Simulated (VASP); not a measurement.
Input of a VASP 6.6.1 run:

Contents of INCAR:

```
SYSTEM = Tl
  PREC = Accurate
  ENCUT = 520
  EDIFF = 1E-6
  ISMEAR = 0
  SIGMA = 0.01
  LREAL = .FALSE.
  LASPH = .TRUE.
  NELM = 80
  ALGO = Normal
  ISIF = 2
  LWAVE = .FALSE.
  LCHARG = .TRUE.
  GGA = PE
  LELF = .TRUE.
  LVHAR = .TRUE.
  NBANDS = 20
```

File KPOINTS:

```
regular mesh
0
G
  10 10 6
  0 0 0
```

POSCAR

```
Tl
1.0
    3.5902820628      0.0000000000      0.0000000000
   -1.7951410314      3.1092754731      0.0000000000
    0.0000000000      0.0000000000      5.6419406004
Tl
2
Direct
    0.3333333333      0.6666666667      0.2500000000
    0.6666666667      0.3333333333      0.7500000000
```

Potentials or basis: VASP PAW PBE potentials, release 64 (Tl_d).

Run with:

```bash
$ cat potpaw_PBE.64/Tl_d/POTCAR > POTCAR
$ mpirun -np 1 vasp_std > vasp.out
```

(1) Predict the band gap on the k mesh.

(2) Predict the pressure.

Results:

(1) zero (bands 13 and 14 overlap by 5.28 eV).

(2) -0.1 GPa.

Caveat: spin-orbit coupling is left out, which moves the levels of the heavy elements.
